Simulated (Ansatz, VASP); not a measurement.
## One calculation of CaS, two programs

```xyz
2
Lattice="0.0000 2.8841 2.8841 2.8841 0.0000 2.8841 2.8841 2.8841 0.0000" Properties=species:S:1:pos:R:3 pbc="T T T"
Ca    0.0000    0.0000    0.0000
S     2.8841    2.8841    2.8841
```

Alike in both runs: task single point; functional PBE; k mesh 8 × 8 × 8; occupations gaussian, width 0.02 eV; no spin polarisation.

|  | VASP | Ansatz |
| --- | --- | --- |
| version | VASP 6.6.1 | Ansatz 0.2.0 |
| potentials or method | VASP PAW PBE potentials, release 64 (Ca_sv, S), cutoff 500 eV | scalar-relativistic, plane waves, PAW |
| valence electrons in the cell | 16 | 16 |

|  | VASP | Ansatz | Ansatz less VASP |
| --- | --- | --- | --- |
| gap on the k mesh at the Fermi level (eV) | 2.44 | 2.44 | +0.004 |
| least direct gap on the mesh (eV) | 3.22 | 3.22 | +0.004 |
| pressure (GPa) | -1.5 | -1.6 | -0.12 |

The functional is the same, so the differences come from potentials, cutoffs and numerics.
